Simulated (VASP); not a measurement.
A run of VASP 6.6.1:

Contents of INCAR:

```
PREC = Accurate
ENCUT = 520
EDIFF = 1E-6
ISMEAR = 0
SIGMA = 0.05
LREAL = F
LASPH = T
NELM = 100
ALGO = Normal
ISIF = 2
LWAVE = F
LCHARG = F
GGA = PS
NBANDS = 26
```

KPOINTS

```
regular mesh
0
Gamma
  9 9 4
```

The input POSCAR:

```
ZnO
1.0
    3.1893281439      0.0000000000      0.0000000000
   -1.5946640719      2.7620391936      0.0000000000
    0.0000000000      0.0000000000      7.1304413500
Zn O
2 2
Direct
    0.0000000000      0.0000000000      0.7500000000
    0.0000000000      0.0000000000      0.2500000000
    0.3333333333      0.6666666667      0.2500000000
    0.6666666667      0.3333333333      0.7500000000
```

Potentials or basis: VASP PAW PBE potentials, release 64 (Zn, O).

The run is started by

```console
$ cat potpaw_PBE.64/Zn/POTCAR potpaw_PBE.64/O/POTCAR > POTCAR
$ mpirun -np 1 vasp_std > vasp.out
```

Hardware: 1 thread of Intel(R) Xeon(R) Platinum 8488C (Sapphire Rapids), with other jobs on the host.

Estimate the wall time of this run.

Run time: 67 s on 1 thread of Intel(R) Xeon(R) Platinum 8488C (Sapphire Rapids) (shared host), peak memory 0.2 GiB. Counts: scf iterations 15, k points 36.
